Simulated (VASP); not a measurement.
The system is ZnS.

```
Zn S
1.0
     3.84578    0.00000    0.00000
    -1.92289    3.33054    0.00000
     0.00000    0.00000    6.30402
Zn S
2 2
Cartesian
  0.0000 2.2204 0.0328
  1.9229 1.1102 3.1848
  0.0000 2.2204 2.3943
  1.9229 1.1102 5.5463
```

- Program: VASP 6.6.1
- Task: relaxation of cell and atoms
- Functional: LDA
- Potentials or basis: VASP PAW LDA potentials, release 64 (Zn, S)
- Cutoff: 600 eV
- k mesh: 12 × 12 × 4
- Occupations: fermi-dirac, width 0.02 eV
- Spin: no spin polarisation

At the start: pressure -5.7 GPa; volume 20.19 Å³/atom.

Q: Where does the relaxation end?

A: Over 8 steps the energy falls by 29.8 meV/atom and the volume is 18.64 Å³/atom (-7.7 %); space group P6_3mc (No. 186, to 0.1 Å) before and after.

Step by step:
```
step  energy change (eV)  largest force (eV/Å)  pressure (GPa)  volume (Å³)
   1              0.0000                0.0052           -5.72        80.75
   2             -0.1045                0.0251            2.39        72.61
   3             -0.1189                0.0163            0.02        74.55
   4             -0.1189                0.0158           -0.15        74.67
   5             -0.1189                0.0108           -0.13        74.67
   6             -0.1190                0.0022           -0.10        74.65
   7             -0.1190                0.0016            0.09        74.50
   8             -0.1190                0.0001            0.01        74.56
```

Final structure:
```
CELL_PARAMETERS angstrom
3.74200 0.00000 0.00000
-1.87100 3.24067 0.00000
0.00000 0.00000 6.14839
ATOMIC_POSITIONS crystal
Zn 0.33333 0.66667 0.00558
Zn 0.66667 0.33333 0.50558
S 0.33333 0.66667 0.37942
S 0.66667 0.33333 0.87942
```
